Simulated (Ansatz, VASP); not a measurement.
Rh in VASP and in Ansatz

```
Rh
1.0
     0.00000    1.98896    1.98896
     1.98896    0.00000    1.98896
     1.98896    1.98896    0.00000
Rh
1
Direct
  0.00000 0.00000 0.00000
```

Alike in both runs: task single point; functional PBE; k mesh 23 × 23 × 23; occupations fermi-dirac, width 0.05 eV; collinear spin.

```csv
,VASP,Ansatz
version,VASP 6.6.1,Ansatz 0.2.0
potentials or method,"VASP PAW PBE potentials, release 64 (Rh_pv), cutoff 520 eV","plane waves (420 eV) with PAW, scalar-relativistic"
valence electrons in the cell,15,17
```

|  | VASP | Ansatz | Ansatz less VASP |
| --- | --- | --- | --- |
| pressure (GPa) | -21.6 | -21.6 | -0.03 |
| net moment per atom (μB) | 0.00 | 0.00 | 0.000 |

VASP's potentials hold 15 valence electrons a cell and Ansatz's 17, so a difference there can come from the potentials and not from the codes. Ansatz's warnings: seeded moment not kept.
